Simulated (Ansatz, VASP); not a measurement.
**Sb in VASP and in Ansatz**

The input INCAR:

```
ALGO = Normal
EDIFF = 1E-6
EDIFFG = -0.005
ENCUT = 600
GGA = PE
GGA_COMPAT = F
IBRION = 2
ISIF = 3
ISMEAR = -1
LASPH = T
LCHARG = F
LORBIT = 11
LORBMOM = T
LREAL = F
LSORBIT = T
LWAVE = F
MAGMOM = 0 0 0 0 0 0
NELM = 150
NSW = 80
PREC = Accurate
SIGMA = 0.05
```

File KPOINTS:

```
k-points
0
Gamma
  6 6 6
```

Contents of POSCAR:

```
Sb
1.0
    2.1542000000      1.2437279499      3.7580000000
   -2.1542000000      1.2437279499      3.7580000000
    0.0000000000     -2.4874558998      3.7580000000
Sb
2
Direct
    0.7665100000      0.7665100000      0.7665100000
    0.2334900000      0.2334900000      0.2334900000
```

File input.yaml:

```yaml
crystal:
  lattice:
    - [2.1542, 1.2437279499, 3.758]
    - [-2.1542, 1.2437279499, 3.758]
    - [0.0, -2.4874558998, 3.758]
  atoms:
    - { symbol: Sb, position: [0.76651, 0.76651, 0.76651] }
    - { symbol: Sb, position: [0.23349, 0.23349, 0.23349] }
kpoints:
  mp_grid: { grid: [6, 6, 6] }
scf:
  occupations: { method: fermi_dirac, width: 0.05 }
hamiltonian:
  xc: pbe
  pseudopotentials: { kind: all_electron, lapw: { basis_error: 0.001 } }
magnetization:
  noncollinear: true
  spin_orbit: true
output:
  forces: true
  stress: true
relax:
  f_tol: 0.005
  max_steps: 60
  cell: {}
```

Alike in both runs: task relaxation of cell and atoms; functional PBE; k mesh 6 × 6 × 6; occupations fermi-dirac, width 0.05 eV; non-collinear spin, spin-orbit coupling.

|  | VASP | Ansatz |
| --- | --- | --- |
| version | VASP 6.6.1 | Ansatz 0.2.0 |
| potentials or method | VASP PAW PBE potentials, release 64 (Sb), cutoff 600 eV | all-electron LAPW, relativistic spinors |

VASP gave:

```
net moment per atom (μB)                                     : 0.00
relaxed volume (Å³/atom)                                     : 32.19
relaxed cell length with the largest relative difference (Å) : 4.626
```

Problem. What did Ansatz give for the same quantities?

Solution. net moment per atom (μB): 0.00; relaxed volume (Å³/atom): 32.23; relaxed cell length with the largest relative difference (Å): 4.632.

Ansatz ran all-electron here, and VASP with PAW potentials.

Noted on Ansatz's run: the k mesh is thin for a metal, which can move the energy by tens of meV per atom.
